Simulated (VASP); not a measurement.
# Hf2F3 (Pm-3m) in VASP: a series of runs, part 2 of 2

VASP 6.6.1.

**4. Relaxation of cell and atoms, PBE**

This run uses another cell than the first one, of 17.77 Å³/atom, 1.057 times its volume.

Input file INCAR:

```
SYSTEM = Hf2F3
PREC = Accurate
ENCUT = 600
EDIFF = 1E-6
ISMEAR = 0
SIGMA = 0.1
LREAL = .False.
LASPH = .True.
NELM = 60
ALGO = Normal
ISIF = 3
LWAVE = .False.
LCHARG = .False.
GGA = PE
IBRION = 2
NSW = 90
EDIFFG = -0.04
```

Input file KPOINTS:

```
regular mesh
0
Gamma
  4 4 4
  0 0 0
```

Input file POSCAR:

```
Hf2F3
1.0
    4.4618455700      0.0000000000      0.0000000000
    0.0000000000      4.4618455700      0.0000000000
    0.0000000000      0.0000000000      4.4618455700
Hf F
2 3
Direct
    0.5000000000      0.5000000000      0.5000000000
    0.0000000000      0.0000000000      0.0000000000
    0.0000000000      0.5000000000      0.5000000000
    0.5000000000      0.0000000000      0.5000000000
    0.5000000000      0.5000000000      0.0000000000
```

Potentials or basis: VASP PAW PBE potentials, release 64 (Hf_pv, F).

Launch:

```console
$ cat potpaw_PBE.64/Hf_pv/POTCAR potpaw_PBE.64/F/POTCAR > POTCAR
$ mpirun -np 1 vasp_std > vasp.out
```

OUTCAR:

```text
SYSTEM = Hf2F3
   PREC = Accurate
   ENCUT = 600
   EDIFF = 1E-6
   ISMEAR = 0
   LREAL = .False.
   LASPH = .True.
   NELM = 60
   ISIF = 3
   GGA = PE
   IBRION = 2
   NSW = 90
   EDIFFG = -0.04

 ion  position               nearest neighbor table
   1  0.500  0.500  0.500-   3 2.23   4 2.23   5 2.23   5 2.23   4 2.23   3 2.23   2 3.86   2 3.86
                             2 3.86   2 3.86   2 3.86   2 3.86   2 3.86   2 3.86
   2  0.000  0.000  0.000-   1 3.86   1 3.86   1 3.86   1 3.86   1 3.86   1 3.86   1 3.86   1 3.86

   3  0.000  0.500  0.500-   1 2.23   1 2.23
   4  0.500  0.000  0.500-   1 2.23   1 2.23
   5  0.500  0.500  0.000-   1 2.23   1 2.23

  LATTYP: Found a simple cubic cell.
 ALAT       =     4.4618455700

  Lattice vectors:

 A1 = (   4.4618455700,   0.0000000000,   0.0000000000)
 A2 = (   0.0000000000,   4.4618455700,   0.0000000000)
 A3 = (   0.0000000000,   0.0000000000,   4.4618455700)

Analysis of symmetry for initial positions (statically):
=====================================================================
 Subroutine PRICEL returns:
 Original cell was already a primitive cell.

 Routine SETGRP: Setting up the symmetry group for a
 simple cubic supercell.

 Subroutine GETGRP returns: Found 48 space group operations
 (whereof 48 operations were pure point group operations)
 out of a pool of 48 trial point group operations.

The static configuration has the point symmetry O_h .

Analysis of symmetry for dynamics (positions and initial velocities):
=====================================================================
 Subroutine PRICEL returns:
 Original cell was already a primitive cell.

 Routine SETGRP: Setting up the symmetry group for a
 simple cubic supercell.

 Subroutine GETGRP returns: Found 48 space group operations
 (whereof 48 operations were pure point group operations)
 out of a pool of 48 trial point group operations.

The dynamic configuration has the point symmetry O_h .

 Subroutine INISYM returns: Found 48 space group operations
 (whereof 48 operations are pure point group operations),
[... 90 lines left out ...]
   NSW    =     90    number of steps for IOM
   IBRION =      2    ionic relax: 0-MD 1-quasi-New 2-CG
   NFREE  =      1    steps in history (QN), initial steepest desc. (CG)
   ISIF   =      3    stress and relaxation
   ISYM   =      2    0-nonsym 1-usesym 2-fastsym
   POTIM  = 0.5000    time-step for ionic-motion
   TEBEG  =    0.0;   TEEND  =   0.0 temperature during run
   PSTRESS=    0.0 pullay stress
   NELECT =      41.0000    total number of electrons
   NUPDOWN=      -1.0000    fix difference up-down
   EMIN   =  10.00;   EMAX   =-10.00  energy-range for DOS
   EFERMI =   0.00;   METHOD = LEGACY
   ISMEAR =     0;   SIGMA  =   0.10  broadening in eV -4-tet -1-fermi 0-gaus
   EFERMI_NEDOS =   21; number of points for ismear=-14 and -15
   IALGO  =     38    algorithm
   IMIX   =      4    mixing-type and parameters
     AMIX     =   0.40;   BMIX     =  1.00
     AMIX_MAG =   1.60;   BMIX_MAG =  1.00
  volume/ion in A,a.u.               =      17.77       119.89
  Fermi-wavevector in a.u.,A,eV,Ry     =   1.265188  2.390858 21.778840  1.600700
  Thomas-Fermi vector in A             =   2.398454
   LORBIT       =      0    0 simple, 1 ext, 2 COOP (PROOUT), +10 PAW based schemes
   GGA     = PE    functional components
   LHFCALC =     F    Hartree Fock is set to
   AEXX    =    0.0000 exact exchange contribution
   IVDW    =     0    specifies the selected vdW correction
   LEPSILON=     F    determine dielectric tensor
   LRPA    =     F    only Hartree local field effects (RPA)
 conjugate gradient relaxation of ions
 non-spin polarized calculation
 Gauss-broadening in eV      SIGMA  =   0.10
  energy-cutoff  :      600.00
  volume of cell :       88.83
 maximum number of plane-waves:      3016
 NGX is ok and might be reduce to    36
   NGX = 17   NGY = 17   NGZ = 17

--------------------------------------- Ionic step        1  -------------------------------------------

 number of electron      40.9999990 magnetization

 Free energy of the ion-electron system (eV)
  ---------------------------------------------------
  ext. energy  EPLUGINS =         0.00000000
  ---------------------------------------------------
  free energy    TOTEN  =       -31.69016429 eV

  energy without entropy =      -31.63844920  energy(sigma->0) =      -31.66430674

 E-fermi :   4.1417     XC(G=0):  -9.8982

 val. band max:        4.1273835938   @ k =   0.2500   0.2500   0.0000
 cond. band min:       4.1495257608   @ k =   0.5000   0.0000   0.0000
 fundamental gap:      0.0221421670
 Fermi energy:         4.1416509349

 k-point     1 :       0.0000    0.0000    0.0000
  band No.  band energies     occupation
      1     -29.3248      2.00000
      2     -29.3248      2.00000
      3     -29.3248      2.00000
      4     -28.4096      2.00000
      5     -28.4096      2.00000
      6     -28.4096      2.00000
[... 336 lines left out ...]
--------------------------------------- Ionic step        3  -------------------------------------------

 number of electron      40.9999961 magnetization

 Free energy of the ion-electron system (eV)
  ---------------------------------------------------
  ext. energy  EPLUGINS =         0.00000000
  ---------------------------------------------------
  free energy    TOTEN  =       -31.81441301 eV

  energy without entropy =      -31.76389512  energy(sigma->0) =      -31.78915407

 E-fermi :   4.8438     XC(G=0): -10.2657

 val. band max:        4.8393211211   @ k =   0.5000   0.2500   0.0000
 cond. band min:       4.8520040915   @ k =   0.2500   0.2500   0.2500
 fundamental gap:      0.0126829705
 Fermi energy:         4.8438101378

 k-point     1 :       0.0000    0.0000    0.0000
  band No.  band energies     occupation
      1     -28.5180      2.00000
      2     -28.5180      2.00000
      3     -28.5180      2.00000
      4     -27.5299      2.00000
      5     -27.5299      2.00000
      6     -27.5299      2.00000
[... 291 lines left out ...]
  FREE ENERGIE OF THE ION-ELECTRON SYSTEM (eV)
  ---------------------------------------------------
  free  energy   TOTEN  =       -31.8144130113 eV

  energy  without entropy=      -31.7638951197  energy(sigma->0) =      -31.78915407

 reached required accuracy - stopping structural energy minimisation
```

CONTCAR:

```text
Hf2F3
   1.00000000000000
     4.3446370710623539   -0.0000000000000000   -0.0000000000000000
    -0.0000000000000000    4.3446370710623539   -0.0000000000000000
     0.0000000000000000    0.0000000000000000    4.3446370710623539
  Hf              F
     2     3
Direct
     0.5000000000000000    0.5000000000000000    0.5000000000000000
     0.0000000000000000    0.0000000000000000    0.0000000000000000
     0.0000000000000000    0.5000000000000000    0.5000000000000000
     0.5000000000000000    0.0000000000000000    0.5000000000000000
     0.5000000000000000    0.5000000000000000    0.0000000000000000

  0.00000000E+00  0.00000000E+00  0.00000000E+00
  0.00000000E+00  0.00000000E+00  0.00000000E+00
  0.00000000E+00  0.00000000E+00  0.00000000E+00
  0.00000000E+00  0.00000000E+00  0.00000000E+00
  0.00000000E+00  0.00000000E+00  0.00000000E+00
```

Wall time 1.8 min (1 thread of Intel Xeon 8259CL, shared host); peak memory 0.22 GiB.

Results:

| Item | Value |
| --- | --- |
| Free energy | -31.8144 eV |
| Relaxed volume | 16.40 Å³/atom |
| Relaxed cell | a = 4.345 Å, b = 4.345 Å, c = 4.345 Å, α = 90.00°, β = 90.00°, γ = 90.00° |
| Space group after relaxing (to 0.05 Å) | Pm-3m (No. 221) |
| Energy gained by relaxing | 24.8 meV/atom |
| Ionic steps | 3 |
| Pressure after relaxing | 0.0 GPa |

The path:
```
step  energy change (eV)  largest force (eV/Å)  pressure (GPa)  volume (Å³)
   1              0.0000                0.0000           -5.47        88.83
   2             -0.1224                0.0000            0.77        81.25
   3             -0.1242                0.0000            0.00        82.01
```

Final structure:
```
CELL_PARAMETERS angstrom
4.34464 0.00000 0.00000
0.00000 4.34464 0.00000
0.00000 0.00000 4.34464
ATOMIC_POSITIONS crystal
Hf 0.50000 0.50000 0.50000
Hf 0.00000 0.00000 0.00000
F 0.00000 0.50000 0.50000
F 0.50000 0.00000 0.50000
F 0.50000 0.50000 0.00000
```

Caveat: the bands computed are all filled at some k points, so no gap is given; spin-orbit coupling is left out, which moves the levels of the heavy elements.

**5. The runs side by side**

```tsv
task	cell	cutoff (eV)	gap on the mesh (eV)	pressure (GPa)
single point	a = 4.380 Å, 5 atoms	520	none	-1.7
single point	a = 4.462 Å, 5 atoms	520	none	-5.4
relaxation of cell and atoms	relaxed from a = 4.462 Å, 5 atoms	600	-	0.0
```

Alike in all rows: level PBE; potentials or basis VASP PAW PBE potentials, release 64 (Hf_pv, F); no spin polarisation; k mesh 4 × 4 × 4; smearing gaussian 0.1 eV.

Caveats: spin-orbit coupling is left out, which moves the levels of the heavy elements; an odd number of electrons without spin polarisation forces a metal (some runs); a magnetic or distorted state may lie lower (some runs); the bands computed are all filled at some k points, so no gap is given (some runs).

Absolute energies hang on the potentials; compare differences alone.
